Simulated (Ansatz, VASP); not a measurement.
**NbSi: VASP beside Ansatz**

INCAR

```
ALGO = Normal
EDIFF = 1E-8
ENCUT = 520
GGA = PE
ISIF = 2
ISMEAR = -1
LASPH = T
LCHARG = F
LEFG = T
LREAL = F
LWAVE = F
NBANDS = 25
NELM = 60
PREC = Accurate
SIGMA = 0.03
```

File KPOINTS:

```
k-points
0
Gamma
  10 10 6
```

The input POSCAR:

```
NbSi
1.0
    4.4076651727      0.0000000000      0.0000000000
   -2.2038325864      3.8171500110      0.0000000000
    0.0000000000      0.0000000000      4.9988071751
Nb Si
2 2
Direct
    0.3333333333      0.6666666667     -0.0619998964
    0.6666666667      0.3333333333      0.4380001036
    0.3333333333      0.6666666667      0.4379998964
    0.6666666667      0.3333333333      0.9379998964
```

Input for Ansatz:

```yaml
crystal:
  lattice:
    - [4.4076651727, 0.0, 0.0]
    - [-2.2038325864, 3.817150011, 0.0]
    - [0.0, 0.0, 4.9988071751]
  atoms:
    - { symbol: Nb, position: [0.3333333333, 0.6666666667, -0.0619998964] }
    - { symbol: Nb, position: [0.6666666667, 0.3333333333, 0.4380001036] }
    - { symbol: Si, position: [0.3333333333, 0.6666666667, 0.4379998964] }
    - { symbol: Si, position: [0.6666666667, 0.3333333333, 0.9379998964] }
kpoints:
  mp_grid: { grid: [10, 10, 6] }
  band_path:
    path:
      - [0.0, 0.0, 0.0]
      - [0.5, 0.0, 0.0]
      - [0.3333333333, 0.3333333333, 0.0]
      - [0.0, 0.0, 0.0]
      - [0.0, 0.0, 0.5]
      - [0.5, 0.0, 0.5]
      - [0.3333333333, 0.3333333333, 0.5]
      - [0.0, 0.0, 0.5]
      - [0.5, 0.0, 0.5]
    npoints: 8
scf:
  occupations: { method: fermi_dirac, width: 0.03 }
hamiltonian:
  xc: pbe
  pseudopotentials: { kind: all_electron, datasets: crystal }
output:
  forces: true
  stress: true
  eigenvalues: true
  efg: { contact_densities: true }
```

Alike in both runs: task electric field gradients; functional PBE; k mesh 10 × 10 × 6; occupations fermi-dirac, width 0.03 eV; no spin polarisation.

```csv
,VASP,Ansatz
version,VASP 6.6.1,Ansatz 0.2.0
potentials or method,"VASP PAW PBE potentials, release 64 (Nb_sv, Si), cutoff 520 eV","all-electron PAW with datasets made for the crystal, scalar-relativistic"
```

VASP gave:

| Item | Value |
| --- | --- |
| pressure (GPa) | -0.1 |
| size of Vzz on the site where it differs most (V/Å²) | 108.6 |

**Question.** Estimate Ansatz's values.

**Answer.** Pressure (GPa): 0.0; size of Vzz on the site where it differs most (V/Å²): 115.1.

Ansatz ran all-electron here, and VASP with PAW potentials. Ansatz's warnings: structure snapped to symmetry.
